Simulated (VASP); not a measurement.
# BAs (Fm-3m) in VASP: a series of runs

The runs below take BAs through single point, with PBE.

Everything below comes from runs of VASP 6.6.1. Logs are shortened: lines on timing, memory, paths and dates and some standing lists are left out, and cuts for length are marked.

## Step 1: The cell of the first run

It takes space group Fm-3m (No. 225, cubic). Conventional cell: a = 4.611 Å, b = 4.611 Å, c = 4.611 Å, α = 90.00°, β = 90.00°, γ = 90.00°. B (site symmetry m-3m) has 6 As at 2.31 Å within 3.0 Å. Within 3.0 Å of As (site symmetry m-3m) lie 6 B at 2.31 Å.

## Step 2: Single point, PBE

INCAR reads:

```
PREC = Accurate
ENCUT = 500
EDIFF = 1E-6
ISMEAR = 1
SIGMA = 0.2
LREAL = F
LASPH = T
NELM = 120
ALGO = Normal
ISIF = 2
LWAVE = F
LCHARG = T
GGA = PE
LELF = T
LVHAR = T
NBANDS = 11
GGA_COMPAT = F
```

KPOINTS reads:

```
Automatic mesh
0
Gamma
  6 6 6
```

POSCAR reads:

```
BAs
1.0
    0.0000000000      2.3052873216      2.3052873216
    2.3052873216      0.0000000000      2.3052873216
    2.3052873216      2.3052873216      0.0000000000
B As
1 1
Direct
    0.0000000000      0.0000000000      0.0000000000
    0.5000000000      0.5000000000      0.5000000000
```

Potentials or basis: VASP PAW PBE potentials, release 64 (B, As).

Command:

```sh
cat potpaw_PBE.64/B/POTCAR potpaw_PBE.64/As/POTCAR > POTCAR
mpirun -np 1 vasp_std > vasp.out
```

OUTCAR:

```text
PREC = Accurate
   ENCUT = 500
   EDIFF = 1E-6
   ISMEAR = 1
   LREAL = F
   LASPH = T
   NELM = 120
   ISIF = 2
   GGA = PE

 ion  position               nearest neighbor table
   1  0.000  0.000  0.000-   2 2.31   2 2.31   2 2.31   2 2.31   2 2.31   2 2.31
   2  0.500  0.500  0.500-   1 2.31   1 2.31   1 2.31   1 2.31   1 2.31   1 2.31

  LATTYP: Found a face centered cubic cell.
 ALAT       =     4.6105746432

  Lattice vectors:

 A1 = (   0.0000000000,   2.3052873216,   2.3052873216)
 A2 = (   2.3052873216,   0.0000000000,   2.3052873216)
 A3 = (   2.3052873216,   2.3052873216,   0.0000000000)

Analysis of symmetry for initial positions (statically):
=====================================================================
 Subroutine PRICEL returns:
 Original cell was already a primitive cell.

 Routine SETGRP: Setting up the symmetry group for a
 face centered cubic supercell.

 Subroutine GETGRP returns: Found 48 space group operations
 (whereof 48 operations were pure point group operations)
 out of a pool of 48 trial point group operations.

The static configuration has the point symmetry O_h .

Analysis of symmetry for dynamics (positions and initial velocities):
=====================================================================
 Subroutine PRICEL returns:
 Original cell was already a primitive cell.

 Routine SETGRP: Setting up the symmetry group for a
 face centered cubic supercell.

 Subroutine GETGRP returns: Found 48 space group operations
 (whereof 48 operations were pure point group operations)
 out of a pool of 48 trial point group operations.

The dynamic configuration has the point symmetry O_h .

 Subroutine INISYM returns: Found 48 space group operations
 (whereof 48 operations are pure point group operations),
 and found     1 'primitive' translations

----------------------------------------------------------------------------------------

                                     Primitive cell

  volume of cell :      24.5022

  direct lattice vectors                    reciprocal lattice vectors
     0.000000000  2.305287322  2.305287322    -0.216892704  0.216892704  0.216892704
     2.305287322  0.000000000  2.305287322     0.216892704 -0.216892704  0.216892704
     2.305287322  2.305287322  0.000000000     0.216892704  0.216892704 -0.216892704

  length of vectors
     3.260168595  3.260168595  3.260168595     0.375669183  0.375669183  0.375669183

  position of ions in fractional coordinates (direct lattice)
     0.000000000  0.000000000  0.000000000
     0.500000000  0.500000000  0.500000000

  ion indices of the primitive-cell ions
   primitive index   ion index
                 1           1
                 2           2

----------------------------------------------------------------------------------------

 KPOINTS: Automatic mesh

Automatic generation of k-mesh.
 Grid dimensions read from file:
 generate k-points for:    6    6    6

 Generating k-lattice:

  Cartesian coordinates                     Fractional coordinates (reciprocal lattice)
    -0.036148784  0.036148784  0.036148784     0.166666667  0.000000000  0.000000000
     0.036148784 -0.036148784  0.036148784     0.000000000  0.166666667  0.000000000
     0.036148784  0.036148784 -0.036148784     0.000000000  0.000000000  0.166666667

  Length of vectors
     0.062611530  0.062611530  0.062611530

  Shift w.r.t. Gamma in fractional coordinates (k-lattice)
     0.000000000  0.000000000  0.000000000

 Subroutine IBZKPT returns following result:
 ===========================================

 Found     16 irreducible k-points:

 Following reciprocal coordinates:
            Coordinates               Weight
  0.000000  0.000000  0.000000      1.000000
  0.166667  0.000000  0.000000      8.000000
  0.333333  0.000000  0.000000      8.000000
  0.500000  0.000000  0.000000      4.000000
  0.166667  0.166667  0.000000      6.000000
  0.333333  0.166667  0.000000     24.000000
[... 8 lines left out ...]
 -0.333333  0.333333  0.166667     24.000000
 -0.333333  0.500000  0.166667     12.000000
   k-points           NKPTS =     16   k-points in BZ     NKDIM =     16   number of bands    NBANDS=     11
   number of dos      NEDOS =    301   number of ions     NIONS =      2
   total plane-waves  NPLWV =  13824
   dimension x,y,z NGX =    24 NGY =   24 NGZ =   24
   dimension x,y,z NGXF=    48 NGYF=   48 NGZF=   48
   ions per type =               1   1
   NGX,Y,Z   is equivalent  to a cutoff of  12.24, 12.24, 12.24 a.u.
   NGXF,Y,Z  is equivalent  to a cutoff of  24.48, 24.48, 24.48 a.u.
 SYSTEM =  unknown system
   PREC   = accura    normal or accurate (medium, high low for compatibility)
   ISTART =      0    job   : 0-new  1-cont  2-samecut
   ICHARG =      2    charge: 1-file 2-atom 10-const
   ISPIN  =      1    spin polarized calculation?
   LNONCOLLINEAR =      F non collinear calculations
   LSORBIT =      F    spin-orbit coupling
   LASPH  =      T    aspherical Exc in radial PAW
   ENCUT  =  500.0 eV  36.75 Ry    6.06 a.u.   5.94  5.94  5.94*2*pi/ulx,y,z
   NELM   =    120;   NELMIN=  2; NELMDL= -5     # of ELM steps
   EDIFF  = 0.1E-05   stopping-criterion for ELM
   LREAL  =      F    real-space projection
   EDIFFG = 0.1E-04   stopping-criterion for IOM
   NSW    =      0    number of steps for IOM
   IBRION =     -1    ionic relax: 0-MD 1-quasi-New 2-CG
   NFREE  =      0    steps in history (QN), initial steepest desc. (CG)
   ISIF   =      2    stress and relaxation
   ISYM   =      2    0-nonsym 1-usesym 2-fastsym
   POTIM  = 0.5000    time-step for ionic-motion
   TEBEG  =    0.0;   TEEND  =   0.0 temperature during run
   PSTRESS=    0.0 pullay stress
   NELECT =       8.0000    total number of electrons
   NUPDOWN=      -1.0000    fix difference up-down
   EMIN   =  10.00;   EMAX   =-10.00  energy-range for DOS
   EFERMI =   0.00;   METHOD = LEGACY
   ISMEAR =     1;   SIGMA  =   0.20  broadening in eV -4-tet -1-fermi 0-gaus
   EFERMI_NEDOS =   21; number of points for ismear=-14 and -15
   IALGO  =     38    algorithm
   IMIX   =      4    mixing-type and parameters
     AMIX     =   0.40;   BMIX     =  1.00
     AMIX_MAG =   1.60;   BMIX_MAG =  1.00
  volume/ion in A,a.u.               =      12.25        82.67
  Fermi-wavevector in a.u.,A,eV,Ry     =   1.127292  2.130273 17.290111  1.270787
  Thomas-Fermi vector in A             =   2.263978
   LORBIT       =      0    0 simple, 1 ext, 2 COOP (PROOUT), +10 PAW based schemes
   GGA     = PE    functional components
   LHFCALC =     F    Hartree Fock is set to
   AEXX    =    0.0000 exact exchange contribution
   IVDW    =     0    specifies the selected vdW correction
   LEPSILON=     F    determine dielectric tensor
   LRPA    =     F    only Hartree local field effects (RPA)
 non-spin polarized calculation
 Methfessel and Paxton  Order N= 1 SIGMA  =   0.20
  energy-cutoff  :      500.00
  volume of cell :       24.50
 maximum number of plane-waves:       636
   NGX = 11   NGY = 11   NGZ = 11

 number of electron       7.9999999 magnetization

 Free energy of the ion-electron system (eV)
  ---------------------------------------------------
  ext. energy  EPLUGINS =         0.00000000
  ---------------------------------------------------
  free energy    TOTEN  =        -9.56283512 eV

  energy without entropy =       -9.55169033  energy(sigma->0) =       -9.55912019

 E-fermi :   7.2898     XC(G=0): -11.4294

 val. band max:        7.2807469156   @ k =   0.0000   0.0000   0.0000
 cond. band min:       7.4800417257   @ k =  -0.3333   0.3333   0.0000
 fundamental gap:      0.1992948101
 Fermi energy:         7.2898050814

 k-point     1 :       0.0000    0.0000    0.0000
  band No.  band energies     occupation
      1      -8.6210      2.00000
      2       7.2807      1.07657
      3       7.2807      1.07657
      4       7.2807      1.07657
      5      10.7774     -0.00000
      6      14.9814      0.00000
      7      14.9814      0.00000
      8      14.9814      0.00000
      9      16.1664      0.00000
     10      16.1664      0.00000
     11      16.1664      0.00000

 k-point     2 :       0.1667    0.0000    0.0000
  band No.  band energies     occupation
      1      -8.0926      2.00000
      2       4.3599      2.00000
      3       7.2655      1.20424
      4       7.2655      1.20423
      5      11.7387      0.00000
      6      12.9703      0.00000
      7      12.9703      0.00000
      8      14.2495      0.00000
      9      16.4332      0.00000
     10      17.3057      0.00000
     11      17.3057      0.00000

 k-point     3 :       0.3333    0.0000    0.0000
  band No.  band energies     occupation
      1      -6.5567      2.00000
      2       0.2361      2.00000
      3       7.5267     -0.07038
      4       7.5267     -0.07038
      5      10.3531     -0.00000
      6      10.3531     -0.00000
      7      11.5979      0.00000
      8      13.2045      0.00000
      9      18.8954      0.00000
     10      20.3316      0.00000
     11      20.3316      0.00000

 k-point     4 :       0.5000    0.0000    0.0000
  band No.  band energies     occupation
      1      -4.8597      2.00000
      2      -2.4064      2.00000
      3       8.3624     -0.00000
      4       8.3624     -0.00000
      5       8.6392     -0.00000
      6       8.6392     -0.00000
      7      11.4383      0.00000
      8      12.7509      0.00000
      9      21.0557      0.00000
     10      23.8769      0.00000
     11      23.8769      0.00000
[... 127 lines left out ...]
 k-point    14 :       0.5000    0.3333    0.1667
  band No.  band energies     occupation
      1      -5.2195      2.00000
      2       0.8099      2.00000
      3       2.6886      2.00000
      4       4.2878      2.00000
      5       8.6445     -0.00000
      6      12.4647      0.00000
      7      14.6172      0.00000
      8      16.6128      0.00000
      9      17.5232      0.00000
     10      22.5051      0.00000
     11      23.2170      0.00000

 k-point    15 :      -0.3333    0.3333    0.1667
  band No.  band energies     occupation
      1      -3.6679      2.00000
      2      -1.0431      2.00000
      3       2.3703      2.00000
      4       2.9725      2.00000
      5      10.0259     -0.00000
      6      11.0868     -0.00000
      7      16.7349      0.00000
      8      17.3412      0.00000
      9      18.0847      0.00000
     10      18.9208      0.00000
     11      25.3990      0.00000

 k-point    16 :      -0.3333    0.5000    0.1667
  band No.  band energies     occupation
      1      -3.1075      2.00000
      2       0.1091      2.00000
      3       0.8443      2.00000
      4       2.0054      2.00000
      5       8.2215     -0.00000
      6      13.8952      0.00000
      7      13.9676      0.00000
      8      18.4457      0.00000
      9      18.8341      0.00000
     10      21.0348      0.00000
     11      27.6542      0.00000

------------------------ aborting loop because EDIFF is reached ----------------------------------------

  FORCE on cell =-STRESS in cart. coord.  units (eV):
  Direction    XX          YY          ZZ          XY          YZ          ZX
  --------------------------------------------------------------------------------------
  -------------------------------------------------------------------------------------
  Total        0.1135470      0.1135470      0.1135470     -0.0000000     -0.0000000     -0.0000000
  in kB        7.4247383      7.4247383      7.4247383     -0.0000000     -0.0000000     -0.0000000
  external PRESSURE =       7.4247383 kB  Pullay stress =       0.0000000 kB

 VOLUME and BASIS-vectors are now :
 -----------------------------------------------------------------------------
  energy-cutoff  :      500.00
  volume of cell :       24.50
      direct lattice vectors                 reciprocal lattice vectors
     0.000000000  2.305287322  2.305287322    -0.216892704  0.216892704  0.216892704
     2.305287322  0.000000000  2.305287322     0.216892704 -0.216892704  0.216892704
     2.305287322  2.305287322  0.000000000     0.216892704  0.216892704 -0.216892704

 POSITION                                       TOTAL-FORCE (eV/Angst)
 -----------------------------------------------------------------------------------
      0.00000      0.00000      0.00000        -0.000000     -0.000000     -0.000000
      2.30529      2.30529      2.30529         0.000000      0.000000      0.000000
 -----------------------------------------------------------------------------------
    total drift:                                0.000000     -0.000000     -0.000000

  FREE ENERGIE OF THE ION-ELECTRON SYSTEM (eV)
  ---------------------------------------------------
  free  energy   TOTEN  =        -9.5628351204 eV

  energy  without entropy=       -9.5516903346  energy(sigma->0) =       -9.55912019
```

Run time: 9.3 s. Hardware: 1 thread of AMD EPYC 7R13, shared host; peak memory 0.11 GiB.

Results:

| Item | Value |
| --- | --- |
| Free energy | -9.5628 eV |
| Pressure | 0.7 GPa |
| Band gap on the k mesh | zero (band 4 reaches 8.79 eV, above the bottom of band 5 at 3.91 eV) |

Caveat: the k points lie up to 0.39 Å⁻¹ apart.

(Continued in part 2 of 2.)
